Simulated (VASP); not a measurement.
Wanted: the native input for a VASP 6.6.1 run.

```
Task                   : single point
Functional             : r2SCAN
Potentials or basis    : VASP PAW PBE potentials, release 64 (V_sv)
Cutoff                 : 520 eV
k mesh                 : 16 × 16 × 16
Occupations            : fermi-dirac, width 0.05 eV
Spin                   : collinear spin, ferromagnetic start
Starting moments       : [1.0] μB
Dipole correction      : no
Further INCAR settings : ALGO = Normal; EDIFF = 1e-06; NBANDS = 16
```

The system is V.

```
V
1.0
     0.00000    1.94934    1.94934
     1.94934    0.00000    1.94934
     1.94934    1.94934    0.00000
V
1
Direct
  0.00000 0.00000 0.00000
```

This isn't the form of V at room conditions, which is bcc.

These files were run (other wordings do the same):

POSCAR

```
V
1.0
    0.0000000000      1.9493446343      1.9493446343
    1.9493446343      0.0000000000      1.9493446343
    1.9493446343      1.9493446343      0.0000000000
V
1
Direct
    0.0000000000      0.0000000000      0.0000000000
```

INCAR.step1

```
SYSTEM = V
PREC = Accurate
ENCUT = 520
ISMEAR = -1
SIGMA = 0.05
LREAL = .False.
LASPH = .True.
NELM = 150
ISPIN = 2
MAGMOM = 1
LMAXMIX = 4
NBANDS = 16
GGA = PE
ALGO = Normal
EDIFF = 1E-4
LWAVE = .True.
LCHARG = .False.
```

INCAR.step2

```
SYSTEM = V
PREC = Accurate
ENCUT = 520
EDIFF = 1E-6
ISMEAR = -1
SIGMA = 0.05
LREAL = .False.
LASPH = .True.
NELM = 150
ALGO = Normal
ISIF = 2
LWAVE = .False.
LCHARG = .True.
ISPIN = 2
MAGMOM = 1
LORBIT = 11
LMAXMIX = 4
METAGGA = R2SCAN
LMIXTAU = .True.
LELF = .True.
LVHAR = .True.
NBANDS = 16
ISTART = 1
```

KPOINTS

```
Automatic mesh
0
Gamma
  16 16 16
  0 0 0
```

Potentials or basis: VASP PAW PBE potentials, release 64 (V_sv).

Run with:

```console
$ cat potpaw_PBE.64/V_sv/POTCAR > POTCAR
$ cp INCAR.step1 INCAR
$ mpirun -np 1 vasp_std > vasp.out
$ cp INCAR.step2 INCAR
$ mpirun -np 1 vasp_std > vasp.out
```

It gave:

| Quantity | Value |
| --- | --- |
| Pressure | -12.0 GPa |
| Net moment | 0.00 μB per cell |
| Valence electrons inside the program's atomic spheres | V 11.45 |

Caveat: the cell stands under tension; the moments typed at the start vanished in this run; the PAW data sets were made with another functional, which shifts forces and pressure a little.

Wall time 5.2 min on 1 thread of AMD EPYC 7R13 Processor (Zen 3), on a shared host, peak memory 0.16 GiB.
